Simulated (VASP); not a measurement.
Wanted: the native input for a VASP 6.6.1 run.

| Property | Result |
| --- | --- |
| Task | single point |
| Functional | PBE |
| Potentials or basis | VASP PAW PBE potentials, release 64 (Sn_d, Te) |
| Cutoff | 520 eV |
| k mesh | 10 × 10 × 10 |
| Occupations | gaussian, width 0.03 eV |
| Spin | no spin polarisation |
| Dipole correction | no |
| Further INCAR settings | ALGO = Normal; EDIFF = 1e-06; NBANDS = 17 |

The structure of SnTe lies in POSCAR:

```
SnTe
1.0
    0.0000000000      3.1249350000      3.1565000000
    3.1565000000      0.0000000000      3.1565000000
    3.1565000000      3.1249350000      0.0000000000
Sn Te
1 1
Direct
    0.0000000000      0.0000000000      0.0000000000
    0.5000000000      0.5000000000      0.5000000000
```

This cell differs from its parent crystal: strain -0.0100 x Voigt [0, 1, 0, 0, 0, 0].

One way to write it, as run:

INCAR

```
PREC     = Accurate       # precision mode
ENCUT    = 520            # plane-wave cutoff, eV
EDIFF    = 1E-6           # SCF threshold, eV
ISMEAR   = 0              # smearing method
SIGMA    = 0.03           # smearing width, eV
LREAL    = F              # projectors in reciprocal space
LASPH    = T              # aspherical terms in the spheres
NELM     = 100            # most SCF steps
ALGO     = Normal         # electronic algorithm
ISIF     = 2              # what is computed and relaxed
LWAVE    = F              # write WAVECAR
LCHARG   = T              # write CHGCAR
GGA      = PE             # functional
LELF     = T              # ELF
LVHAR    = T            
NBANDS   = 17             # bands
```

KPOINTS

```
Automatic mesh
0
Gamma
  10 10 10
```

Potentials or basis: VASP PAW PBE potentials, release 64 (Sn_d, Te).

Command:

```bash
$ cat potpaw_PBE.64/Sn_d/POTCAR potpaw_PBE.64/Te/POTCAR > POTCAR
$ mpirun -np 1 vasp_std > vasp.out
```

Results of the run:

- Pressure: 2.5 GPa
- Band gap on the k mesh: 0.12 eV, direct

Caveat: the cell differs from its parent crystal (strain -0.0100 x Voigt [0, 1, 0, 0, 0, 0]); spin-orbit coupling is left out, which moves the levels of the heavy elements.

It took 100 s on 1 thread of Intel(R) Xeon(R) Platinum 8259CL CPU @ 2.50GHz (Skylake/Cascade Lake), on a shared host, peak memory 0.28 GiB.
